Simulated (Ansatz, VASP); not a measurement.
# Two plane-wave programs on Bi

INCAR

```
SYSTEM = Bi
PREC = Accurate
ENCUT = 520
EDIFF = 1E-6
ISMEAR = -1
SIGMA = 0.1
LREAL = .FALSE.
LASPH = .TRUE.
NELM = 80
ALGO = Normal
ISIF = 2
LWAVE = .FALSE.
LCHARG = .TRUE.
GGA = PS
LELF = .TRUE.
LVHAR = .TRUE.
NBANDS = 22
```

The input KPOINTS:

```
regular mesh
0
G
  14 14 14
  0 0 0
```

File POSCAR:

```
Bi
1.0
    2.2002974157      1.2703423053      3.7770564705
   -2.2002974157      1.2703423053      3.7770564705
    0.0000000000     -2.5406846106      3.7770564705
Bi
2
Direct
    0.2366491837      0.2366491837      0.2366491837
    0.7633508163      0.7633508163      0.7633508163
```

Input for Ansatz:

```yaml
crystal:
  lattice:
    - [2.2002974157, 1.2703423053, 3.7770564705]
    - [-2.2002974157, 1.2703423053, 3.7770564705]
    - [0.0, -2.5406846106, 3.7770564705]
  atoms:
    - { symbol: Bi, position: [0.2366491837, 0.2366491837, 0.2366491837] }
    - { symbol: Bi, position: [0.7633508163, 0.7633508163, 0.7633508163] }
hamiltonian:
  xc: pbesol
  pseudopotentials:
    kind: paw
    azcp:
      Bi: "pseudopotentials/Bi.paw.azcp"
basis:
  ecutwfc: 420
  fft_grid_basis: typed
kpoints:
  mp_grid: { grid: [14, 14, 14], shift: [0, 0, 0] }
magnetization:
  spin_polarized: false
scf:
  occupations: { method: fermi_dirac, width: 0.1 }
output:
  stress: true
```

Alike in both runs: task single point; functional PBEsol; k mesh 14 × 14 × 14; occupations fermi-dirac, width 0.1 eV; no spin polarisation.

```csv
,VASP,Ansatz
version,VASP 6.6.1,Ansatz 0.2.0
potentials or method,"VASP PAW PBE potentials, release 64 (Bi_d), cutoff 520 eV","plane waves (420 eV) with PAW, scalar-relativistic"
valence electrons in the cell,30,30
```

```csv
,VASP,Ansatz,Ansatz less VASP
pressure (GPa),5.1,5.2,+0.07
"traceless stress, the component that is largest in VASP (GPa)",-0.37,-0.37,+0.001
```

VASP's potentials were made for PBE, not for PBEsol, and Ansatz warns of the same on its side. With one functional, cell and mesh, what is left measures potentials, basis and numerics.

Spin-orbit coupling is off throughout.
